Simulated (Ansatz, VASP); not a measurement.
## Two plane-wave programs on CaSe

INCAR

```
PREC     = Accurate       # precision mode
ENCUT    = 520            # plane-wave cutoff, eV
EDIFF    = 1E-6           # SCF threshold, eV
ISMEAR   = 0              # smearing method
SIGMA    = 0.05           # smearing width, eV
LREAL    = F              # projectors in reciprocal space
LASPH    = T              # aspherical terms in the spheres
NELM     = 80             # most SCF steps
ALGO     = Normal         # electronic algorithm
ISIF     = 2              # what is computed and relaxed
LWAVE    = F              # write WAVECAR
LCHARG   = F              # write CHGCAR
GGA      = PE             # functional
NBANDS   = 15             # bands
```

File KPOINTS:

```
regular mesh
0
Gamma
  6 6 6
```

File POSCAR:

```
CaSe
1.0
    0.0000000000      3.2951325830      3.2951325830
    3.2951325830      0.0000000000      3.2951325830
    3.2951325830      3.2951325830      0.0000000000
Ca Se
1 1
Direct
    0.0000000000      0.0000000000      0.0000000000
    0.2500000000      0.2500000000      0.2500000000
```

Input for Ansatz:

```yaml
crystal:
  lattice:
    - [0.0, 3.295132583, 3.295132583]
    - [3.295132583, 0.0, 3.295132583]
    - [3.295132583, 3.295132583, 0.0]
  atoms:
    - { symbol: Ca, position: [0.0, 0.0, 0.0] }
    - { symbol: Se, position: [0.25, 0.25, 0.25] }
basis:
  ecutwfc: 420
  ecutrho_ratio: 4
kpoints:
  mp_grid: { grid: [6, 6, 6] }
hamiltonian:
  xc: pbe
scf:
  occupations: { method: gaussian, width: 0.05 }
output:
  forces: true
  stress: true
  eigenvalues: true
```

Alike in both runs: task single point; functional PBE; k mesh 6 × 6 × 6; occupations gaussian, width 0.05 eV; no spin polarisation.

```csv
,VASP,Ansatz
version,VASP 6.6.1,Ansatz 0.2.0
potentials or method,"VASP PAW PBE potentials, release 64 (Ca_sv, Se), cutoff 520 eV","scalar-relativistic, plane waves, PAW"
valence electrons in the cell,16,26
```

Ansatz gave:

* gap on the k mesh at the Fermi level (eV): 3.16
* least direct gap on the mesh (eV): 3.25
* pressure (GPa): 0.0

Q: Estimate VASP's values.

A: gap on the k mesh at the Fermi level (eV): 3.16; least direct gap on the mesh (eV): 3.25; pressure (GPa): 0.1.

VASP's potentials hold 16 valence electrons a cell and Ansatz's 26, so a difference there can come from the potentials and not from the codes.
